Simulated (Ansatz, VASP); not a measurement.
**Cu2Ni3: VASP beside Ansatz**

```
CELL_PARAMETERS angstrom
0.00000 1.78076 8.88983
1.77946 0.00000 8.88983
1.77946 1.78076 0.00000
ATOMIC_POSITIONS crystal
Cu 0.80231 0.80231 0.19769
Cu 0.19769 0.19769 0.80231
Ni 0.00000 0.00000 0.00000
Ni 0.40390 0.40390 0.59610
Ni 0.59610 0.59610 0.40390
```

Alike in both runs: functional PBE; k mesh 6 × 6 × 6; occupations gaussian, width 0.1 eV; collinear spin.

Ansatz relaxed the structure, and its values are those at the end. VASP's run is a single point on that final structure, the one shown.

|  | VASP | Ansatz |
| --- | --- | --- |
| version | VASP 6.6.1 | Ansatz 0.2.0 |
| potentials or method | VASP PAW PBE potentials, release 64 (Cu, Ni), cutoff 520 eV | scalar-relativistic, plane waves, PAW |
| valence electrons in the cell | 52 | 92 |

|  | VASP | Ansatz | Ansatz less VASP |
| --- | --- | --- | --- |
| gap on the k mesh at the Fermi level (eV) | none | none | - |
| pressure (GPa) | 0.1 | -0.1 | -0.17 |
| rms of the force components (eV/Å) | 0.007 | 0.004 | -0.0034 |
| net moment per atom (μB) | 0.31 | 0.31 | +0.005 |
| size of the moment on the site where the two differ most (μB) | 0.62 | 0.66 | +0.035 |

Site moments also hang on the region over which each program counts them. A gap of «none» marks a metal or a gap that the smearing closes. With one functional, cell and mesh, what is left measures potentials, basis and numerics. VASP's potentials hold 52 valence electrons a cell and Ansatz's 92, so a difference there can come from the potentials and not from the codes. Ansatz's warnings: seeded moment not kept.

The k mesh is coarse, so the values compare programs but aren't converged.
